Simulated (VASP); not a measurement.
# HC12 in VASP: notebook

Runs on HC12. Level: PBE. Tasks: single point.

All numbers are computed with VASP 6.6.1; they aren't measurements. Logs are shortened: lines on timing, memory, paths and dates and some standing lists are left out, and cuts for length are marked.

### Step 1. The cell of the first run

The cell holds a slab with vacuum, 26 atoms: a = 5.051 Å, b = 5.051 Å, c = 22.375 Å, α = 90.00°, β = 90.00°, γ = 90.00°.

### Step 2. Single point, PBE

The input, INCAR:

```
PREC = Accurate
ENCUT = 520
EDIFF = 1E-7
ISMEAR = 0
SIGMA = 0.05
LREAL = Auto
LASPH = True
NELM = 60
ALGO = Normal
ISIF = 2
LWAVE = False
LCHARG = False
LDIPOL = True
IDIPOL = 3
DIPOL = 0.5 0.5 0.290
GGA = PE
NBANDS = 68
```

The input, KPOINTS:

```
Automatic mesh
0
Gamma
  5 5 1
```

The input, POSCAR:

```
HC12
1.0
    5.0509324483      0.0000000000      0.0000000000
    0.0000000000      5.0509324483      0.0000000000
    0.0000000000      0.0000000000     22.3754933530
C H
24 2
Direct
    0.0000000000      0.2500000000      0.1787670080
    0.0000000000      0.7500000000      0.1787670080
    0.5000000000      0.2500000000      0.1787670080
    0.5000000000      0.7500000000      0.1787670080
    0.0000000000      0.0000000000      0.2186716990
    0.0000000000      0.5000000000      0.2186716990
    0.5000000000      0.0000000000      0.2186716990
    0.5000000000      0.5000000000      0.2186716990
    0.2500000000      0.0000000000      0.2585763899
    0.2500000000      0.5000000000      0.2585763899
    0.7500000000      0.0000000000      0.2585763899
    0.7500000000      0.5000000000      0.2585763899
    0.2500000000      0.2500000000      0.2976014419
    0.2500000000      0.7500000000      0.2976014419
    0.7500000000      0.2500000000      0.2976014419
    0.7500000000      0.7500000000      0.2976014419
    0.0000000000      0.2500000000      0.3394883053
    0.0000000000      0.7500000000      0.3394883053
    0.5000000000      0.2500000000      0.3394883053
    0.5000000000      0.7500000000      0.3394883053
    0.0000000000      0.0000000000      0.3743154719
    0.0000000000      0.5000000000      0.3743154719
    0.5000000000      0.0000000000      0.3743154719
    0.5000000000      0.5000000000      0.3743154719
    0.9090266986      0.3750000000      0.4373308422
    1.0909733014      0.3750000000      0.4373308422
```

Potentials or basis: VASP PAW PBE potentials, release 64 (C, H).

Run with:

```bash
$ cat potpaw_PBE.64/C/POTCAR potpaw_PBE.64/H/POTCAR > POTCAR
$ mpirun -np 1 vasp_std > vasp.out
```

OUTCAR:

```text
PREC = Accurate
   ENCUT = 520
   EDIFF = 1E-7
   ISMEAR = 0
   LREAL = Auto
   LASPH = True
   NELM = 60
   ISIF = 2
   GGA = PE

 ion  position               nearest neighbor table
   1  0.000  0.250  0.179-   5 1.55   6 1.55
   2  0.000  0.750  0.179-   5 1.55   6 1.55
   3  0.500  0.250  0.179-   7 1.55   8 1.55
   4  0.500  0.750  0.179-   7 1.55   8 1.55
   5  0.000  0.000  0.219-   9 1.55  11 1.55   1 1.55   2 1.55
   6  0.000  0.500  0.219-  10 1.55  12 1.55   1 1.55   2 1.55
   7  0.500  0.000  0.219-   9 1.55  11 1.55   3 1.55   4 1.55
   8  0.500  0.500  0.219-  10 1.55  12 1.55   3 1.55   4 1.55
   9  0.250  0.000  0.259-  13 1.54  14 1.54   5 1.55   7 1.55
  10  0.250  0.500  0.259-  13 1.54  14 1.54   6 1.55   8 1.55
[... 8 lines left out ...]
  19  0.500  0.250  0.339-  23 1.48  24 1.48  13 1.57  15 1.57
  20  0.500  0.750  0.339-  23 1.48  24 1.48  14 1.57  16 1.57
  21  0.000  0.000  0.374-  17 1.48  18 1.48
  22  0.000  0.500  0.374-  17 1.48  18 1.48
  23  0.500  0.000  0.374-  19 1.48  20 1.48
  24  0.500  0.500  0.374-  19 1.48  20 1.48
  25  0.909  0.375  0.437-
  26  0.091  0.375  0.437-

  LATTYP: Found a simple tetragonal cell.
 ALAT       =     5.0509324483
 C/A-ratio  =     4.4299727985

  Lattice vectors:

 A1 = (   5.0509324483,   0.0000000000,   0.0000000000)
 A2 = (   0.0000000000,   5.0509324483,   0.0000000000)
 A3 = (   0.0000000000,   0.0000000000,  22.3754933530)

Analysis of symmetry for initial positions (statically):
=====================================================================
 Subroutine PRICEL returns:
 Original cell was already a primitive cell.

 Routine SETGRP: Setting up the symmetry group for a
 simple tetragonal supercell.

 Subroutine GETGRP returns: Found  2 space group operations
 (whereof  2 operations were pure point group operations)
 out of a pool of 16 trial point group operations.

The static configuration has the point symmetry C_1h.

Analysis of symmetry for dynamics (positions and initial velocities):
=====================================================================
 Subroutine PRICEL returns:
 Original cell was already a primitive cell.

 Routine SETGRP: Setting up the symmetry group for a
 simple tetragonal supercell.

 Subroutine GETGRP returns: Found  2 space group operations
 (whereof  2 operations were pure point group operations)
 out of a pool of 16 trial point group operations.

The dynamic configuration has the point symmetry C_1h.

 Subroutine INISYM returns: Found  2 space group operations
 (whereof  2 operations are pure point group operations),
 and found     1 'primitive' translations

----------------------------------------------------------------------------------------

                                     Primitive cell

  volume of cell :     570.8418

  direct lattice vectors                    reciprocal lattice vectors
     5.050932448  0.000000000  0.000000000     0.197983246  0.000000000  0.000000000
     0.000000000  5.050932448  0.000000000     0.000000000  0.197983246  0.000000000
     0.000000000  0.000000000 22.375493353     0.000000000  0.000000000  0.044691752

  length of vectors
     5.050932448  5.050932448 22.375493353     0.197983246  0.197983246  0.044691752

  position of ions in fractional coordinates (direct lattice)
     0.000000000  0.250000000  0.178767008
     0.000000000  0.750000000  0.178767008
     0.500000000  0.250000000  0.178767008
     0.500000000  0.750000000  0.178767008
     0.000000000  0.000000000  0.218671699
     0.000000000  0.500000000  0.218671699
[... 18 lines left out ...]
     0.909026699  0.375000000  0.437330842
     0.090973301  0.375000000  0.437330842

  ion indices of the primitive-cell ions
   primitive index   ion index
                 1           1
                 2           2
                 3           3
                 4           4
                 5           5
                 6           6
[... 18 lines left out ...]
                25          25
                26          26

----------------------------------------------------------------------------------------

 KPOINTS: Automatic mesh

Automatic generation of k-mesh.
 Grid dimensions read from file:
 generate k-points for:    5    5    1

 Generating k-lattice:

  Cartesian coordinates                     Fractional coordinates (reciprocal lattice)
     0.039596649  0.000000000  0.000000000     0.200000000  0.000000000  0.000000000
     0.000000000  0.039596649  0.000000000     0.000000000  0.200000000  0.000000000
     0.000000000  0.000000000  0.044691752     0.000000000  0.000000000  1.000000000

  Length of vectors
     0.039596649  0.039596649  0.044691752

  Shift w.r.t. Gamma in fractional coordinates (k-lattice)
     0.000000000  0.000000000  0.000000000

 Subroutine IBZKPT returns following result:
 ===========================================

 Found      9 irreducible k-points:

 Following reciprocal coordinates:
            Coordinates               Weight
  0.000000  0.000000  0.000000      1.000000
  0.200000  0.000000  0.000000      2.000000
  0.000000  0.200000  0.000000      2.000000
  0.400000  0.000000  0.000000      2.000000
  0.000000  0.400000  0.000000      2.000000
  0.200000  0.200000  0.000000      4.000000
  0.400000  0.200000  0.000000      4.000000
 -0.200000  0.400000  0.000000      4.000000
  0.400000  0.400000  0.000000      4.000000
   k-points           NKPTS =      9   k-points in BZ     NKDIM =      9   number of bands    NBANDS=     68
   number of dos      NEDOS =    301   number of ions     NIONS =     26
   total plane-waves  NPLWV = 268800
   dimension x,y,z NGX =    40 NGY =   40 NGZ =  168
   dimension x,y,z NGXF=    80 NGYF=   80 NGZF=  336
   ions per type =              24   2
   NGX,Y,Z   is equivalent  to a cutoff of  13.17, 13.17, 12.48 a.u.
   NGXF,Y,Z  is equivalent  to a cutoff of  26.33, 26.33, 24.96 a.u.
 SYSTEM =  unknown system
   PREC   = accura    normal or accurate (medium, high low for compatibility)
   ISTART =      0    job   : 0-new  1-cont  2-samecut
   ICHARG =      2    charge: 1-file 2-atom 10-const
   ISPIN  =      1    spin polarized calculation?
   LNONCOLLINEAR =      F non collinear calculations
   LSORBIT =      F    spin-orbit coupling
   LASPH  =      T    aspherical Exc in radial PAW
   ENCUT  =  520.0 eV  38.22 Ry    6.18 a.u.   9.39  9.39 41.60*2*pi/ulx,y,z
   NELM   =     60;   NELMIN=  2; NELMDL= -5     # of ELM steps
   EDIFF  = 0.1E-06   stopping-criterion for ELM
   LREAL  =      T    real-space projection
   EDIFFG = 0.1E-05   stopping-criterion for IOM
   NSW    =      0    number of steps for IOM
   IBRION =     -1    ionic relax: 0-MD 1-quasi-New 2-CG
   NFREE  =      0    steps in history (QN), initial steepest desc. (CG)
   ISIF   =      2    stress and relaxation
   ISYM   =      2    0-nonsym 1-usesym 2-fastsym
   POTIM  = 0.5000    time-step for ionic-motion
   TEBEG  =    0.0;   TEEND  =   0.0 temperature during run
   PSTRESS=    0.0 pullay stress
   NELECT =      98.0000    total number of electrons
   NUPDOWN=      -1.0000    fix difference up-down
   EMIN   =  10.00;   EMAX   =-10.00  energy-range for DOS
   EFERMI =   0.00;   METHOD = LEGACY
   ISMEAR =     0;   SIGMA  =   0.05  broadening in eV -4-tet -1-fermi 0-gaus
   EFERMI_NEDOS =   21; number of points for ismear=-14 and -15
   IALGO  =     38    algorithm
   IMIX   =      4    mixing-type and parameters
     AMIX     =   0.40;   BMIX     =  1.00
     AMIX_MAG =   1.60;   BMIX_MAG =  1.00
  volume/ion in A,a.u.               =      21.96       148.16
  Fermi-wavevector in a.u.,A,eV,Ry     =   0.909868  1.719401 11.263710  0.827859
  Thomas-Fermi vector in A             =   2.033963
   LORBIT       =      0    0 simple, 1 ext, 2 COOP (PROOUT), +10 PAW based schemes
   GGA     = PE    functional components
   LHFCALC =     F    Hartree Fock is set to
   AEXX    =    0.0000 exact exchange contribution
   IVDW    =     0    specifies the selected vdW correction
   LEPSILON=     F    determine dielectric tensor
   LRPA    =     F    only Hartree local field effects (RPA)
 non-spin polarized calculation
 Gauss-broadening in eV      SIGMA  =   0.05
  energy-cutoff  :      520.00
  volume of cell :      570.84
 maximum number of plane-waves:     15407
 NGX is ok and might be reduce to    40
   NGX = 19   NGY = 19   NGZ = 83

 dipolmoment           0.000000      0.000000      0.465018 electrons x Angstroem

 number of electron      98.0000007 magnetization

 dipolmoment           0.000000      0.000000     -0.327721 electrons x Angstroem

 Free energy of the ion-electron system (eV)
  ---------------------------------------------------
  ext. energy  EPLUGINS =         0.00000000
  ---------------------------------------------------
  free energy    TOTEN  =      -197.79247365 eV

  energy without entropy =     -197.77999483  energy(sigma->0) =     -197.78623424

 E-fermi :  -2.3994     XC(G=0):  -4.3013

 val. band max:       -2.4120505028   @ k =   0.4000   0.2000   0.0000
 cond. band min:      -2.3971430722   @ k =   0.2000   0.0000   0.0000
 fundamental gap:      0.0149074306
 Fermi energy:        -2.3993593053

 k-point     1 :       0.0000    0.0000    0.0000
  band No.  band energies     occupation
      1     -23.3317      2.00000
      2     -20.6990      2.00000
      3     -19.1756      2.00000
      4     -19.1439      2.00000
      5     -19.0039      2.00000
      6     -18.9394      2.00000
[... 53 lines left out ...]
     60       2.4976      0.00000
     61       2.9816      0.00000

 k-point     2 :       0.2000    0.0000    0.0000
  band No.  band energies     occupation
      1     -23.1508      2.00000
      2     -20.5725      2.00000
      3     -20.4679      2.00000
      4     -19.0057      2.00000
      5     -18.7952      2.00000
      6     -18.3550      2.00000
[... 437 lines left out ...]
     60       4.2631      0.00000
     61       4.3404      0.00000

 k-point     9 :       0.4000    0.4000    0.0000
  band No.  band energies     occupation
      1     -21.8966      2.00000
      2     -21.0321      2.00000
      3     -20.9908      2.00000
      4     -20.1374      2.00000
      5     -19.3675      2.00000
      6     -18.6100      2.00000
[... 53 lines left out ...]
     60       4.2229      0.00000
     61       4.6353      0.00000
 [bands above 61 left out]

------------------------ aborting loop because EDIFF is reached ----------------------------------------

 vacuum level on the upper side and lower side of the slab       (xc-potential included)        -1.195         1.067

  FORCE on cell =-STRESS in cart. coord.  units (eV):
  Direction    XX          YY          ZZ          XY          YZ          ZX
  --------------------------------------------------------------------------------------
  -------------------------------------------------------------------------------------
  Total      -23.3319001     -4.6847406     -7.5271626      0.0000000      1.7498155      0.0000000
  in kB      -65.4854702    -13.1486264    -21.1264311      0.0000000      4.9111941      0.0000000
  external PRESSURE =     -33.2535092 kB  Pullay stress =       0.0000000 kB

 VOLUME and BASIS-vectors are now :
 -----------------------------------------------------------------------------
  energy-cutoff  :      520.00
  volume of cell :      570.84
      direct lattice vectors                 reciprocal lattice vectors
     5.050932448  0.000000000  0.000000000     0.197983246  0.000000000  0.000000000
     0.000000000  5.050932448  0.000000000     0.000000000  0.197983246  0.000000000
     0.000000000  0.000000000 22.375493353     0.000000000  0.000000000  0.044691752

 POSITION                                       TOTAL-FORCE (eV/Angst)
 -----------------------------------------------------------------------------------
      0.00000      1.26273      4.00000         0.000000      0.015123      2.130007
      0.00000      3.78820      4.00000         0.000000     -0.020083      2.130211
      2.52547      1.26273      4.00000         0.000000      0.045734      2.118730
      2.52547      3.78820      4.00000         0.000000     -0.046170      2.079286
      0.00000      0.00000      4.89289         0.000000      0.007209     -2.624675
      0.00000      2.52547      4.89289         0.000000      0.003380     -2.590425
[... 18 lines left out ...]
      4.59143      1.89410      9.78549         0.398198      0.602259     -0.855347
      0.45950      1.89410      9.78549        -0.398198      0.602259     -0.855347
 -----------------------------------------------------------------------------------
    total drift:                               -0.000000      0.000114      0.044307

  FREE ENERGIE OF THE ION-ELECTRON SYSTEM (eV)
  ---------------------------------------------------
  free  energy   TOTEN  =      -197.7924736456 eV

  energy  without entropy=     -197.7799948304  energy(sigma->0) =     -197.78623424

 vacuum level on the upper side and lower side of the slab         2.764         5.086
```

Wall time 34 min (1 thread of Intel Xeon 8259CL, shared host); peak memory 0.67 GiB.

Results:

| Item | Value |
| --- | --- |
| Free energy | -197.7925 eV |
| Largest force | 2.625 eV/Å |
| Band gap on the k mesh | zero (bands 49 and 50 overlap by 0.21 eV) |

Forces on the atoms (eV/Å):
```
C    0.000  0.015  2.130
C    0.000 -0.020  2.130
C    0.000  0.046  2.119
C    0.000 -0.046  2.079
C    0.000  0.007 -2.625
C    0.000  0.003 -2.590
C    0.000 -0.084 -2.373
C    0.000  0.046 -2.495
C    0.055  0.068  0.177
C    0.226 -0.038  0.230
C   -0.055  0.068  0.177
C   -0.226 -0.038  0.230
C   -0.025  0.071  0.023
C    0.054 -0.239  0.169
C    0.025  0.071  0.023
C   -0.054 -0.239  0.169
C    0.000 -0.439 -0.175
C    0.000  1.066  0.708
C    0.000  0.005 -0.091
C    0.000 -0.002  0.020
C    0.000  0.545  0.756
C    0.000 -2.014  0.726
C    0.000  0.184 -0.020
C    0.000 -0.241  0.214
H    0.398  0.602 -0.855
H   -0.398  0.602 -0.855
```

### Step 3. Single point, PBE

The input, INCAR:

```
  PREC = Accurate
  ENCUT = 520
  EDIFF = 1E-6
  ISMEAR = 0
  SIGMA = 0.05
  LREAL = Auto
  LASPH = True
  NELM = 60
  ALGO = Normal
  ISIF = 2
  LWAVE = False
  LCHARG = False
  LDIPOL = True
  IDIPOL = 3
  DIPOL = 0.5 0.5 0.292
  GGA = PE
  NBANDS = 68
```

KPOINTS is that of step 2.

POSCAR, as its differences from that of step 2:

```diff
@@ -32,3 +32,3 @@
     0.5000000000      0.5000000000      0.3743154719
-    0.9090266986      0.3750000000      0.4373308422
-    1.0909733014      0.3750000000      0.4373308422
+    0.9090266986      0.3750000000      0.4659335635
+    1.0909733014      0.3750000000      0.4659335635
```

Potentials or basis: VASP PAW PBE potentials, release 64 (C, H).

Run with:

```bash
$ cat potpaw_PBE.64/C/POTCAR potpaw_PBE.64/H/POTCAR > POTCAR
$ mpirun -np 1 vasp_std > vasp.out
```

Wall time 32 min (1 thread of Intel Xeon 8259CL, shared host); peak memory 0.67 GiB.

Results (log left out):

- Free energy: -197.4218 eV
- Largest force: 2.998 eV/Å
- Band gap on the k mesh: zero (bands 49 and 50 overlap by 0.15 eV)

Forces in eV/Å, atoms in the order of the input:
```
C    0.000  0.001  2.190
C    0.000 -0.002  2.196
C    0.000  0.021  2.136
C    0.000 -0.020  2.130
C    0.000  0.007 -2.633
C    0.000 -0.004 -2.616
C    0.000 -0.021 -2.444
C    0.000  0.015 -2.488
C    0.048  0.013  0.314
C    0.129 -0.008  0.314
C   -0.048  0.013  0.314
C   -0.129 -0.008  0.314
C    0.197  0.035  0.048
C    0.138 -0.049  0.073
C   -0.197  0.035  0.048
C   -0.138 -0.049  0.073
C    0.000 -0.133  0.494
C    0.000  0.221  0.323
C    0.000  0.035 -0.253
C    0.000 -0.040  0.011
C    0.000 -0.012  0.041
C    0.000  0.012 -0.634
C    0.000  0.127 -0.062
C    0.000 -0.098  0.056
H    2.998 -0.045  0.029
H   -2.998 -0.045  0.029
```

Levels at points of the mesh, in eV from the Fermi level:
| k point | band 45 | band 46 | band 47 | band 48 | band 49 | band 50 | band 51 | band 52 | band 53 | band 54 |
| --- | --- | --- | --- | --- | --- | --- | --- | --- | --- | --- |
| (0.00, 0.00, 0.00) | -1.35 | -1.20 | -0.71 | -0.35 | -0.21 | -0.08 | 0.08 | 0.45 | 0.87 | 2.58 |
